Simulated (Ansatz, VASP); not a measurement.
**KNaICl in VASP and in Ansatz**

File INCAR:

```
  ALGO = Normal
  EDIFF = 1E-6
  ENCUT = 520
  GGA = CA
  ISIF = 2
  ISMEAR = 0
  LASPH = True
  LCHARG = False
  LREAL = False
  LWAVE = False
  NBANDS = 23
  NELM = 80
  PREC = Accurate
  SIGMA = 0.05
```

Contents of KPOINTS:

```
k-points
0
Gamma
  6 6 4
```

The input POSCAR:

```
KNaICl
1.0
    4.9050600000      0.0000000000      0.0000000000
    0.0000000000      4.1157400000      0.0000000000
    0.0000000000      0.0000000000      6.8190640000
K Na I Cl
1 1 1 1
Direct
    0.5000000000      0.5000000000      0.5000000000
    0.0000000000      0.0000000000      0.0000000000
    0.5000000000      0.5000000000      0.0000000000
    0.0000000000      0.0000000000      0.5000000000
```

Input for Ansatz:

```yaml
crystal:
  lattice:
    - [4.90506, 0.0, 0.0]
    - [0.0, 4.11574, 0.0]
    - [0.0, 0.0, 6.819064]
  atoms:
    - { symbol: K, position: [0.5, 0.5, 0.5] }
    - { symbol: Na, position: [0.0, 0.0, 0.0] }
    - { symbol: I, position: [0.5, 0.5, 0.0] }
    - { symbol: Cl, position: [0.0, 0.0, 0.5] }
basis:
  ecutwfc: 420
kpoints:
  mp_grid: { grid: [6, 6, 4] }
hamiltonian:
  xc: lda
scf:
  occupations: { method: gaussian, width: 0.05 }
output:
  forces: true
  stress: true
  eigenvalues: true
```

Change from the starting cell: strain +0.0875 x Voigt [1, -1, 0, 0, 0, 0], atoms carried along.

Alike in both runs: task single point; functional LDA; k mesh 6 × 6 × 4; occupations gaussian, width 0.05 eV; no spin polarisation.

```csv
,VASP,Ansatz
version,VASP 6.6.1,Ansatz 0.2.0
potentials or method,"VASP PAW LDA potentials, release 64 (K_sv, Na_pv, I, Cl), cutoff 520 eV","scalar-relativistic, plane waves, PAW"
valence electrons in the cell,30,42
```

```tsv
	VASP	Ansatz	Ansatz less VASP
gap on the k mesh at the Fermi level (eV)	3.04	3.04	-0.006
least direct gap on the mesh (eV)	3.06	3.05	-0.006
pressure (GPa)	-2.0	-2.0	-0.02
traceless stress, the component that is largest in VASP (GPa)	-1.55	-1.56	-0.008
```

LDA's correlation is that of Perdew and Zunger in VASP and of Perdew and Wang (1992) in Ansatz. VASP's potentials hold 30 valence electrons a cell and Ansatz's 42, so a difference there can come from the potentials and not from the codes.

Neither program's run includes spin-orbit coupling.
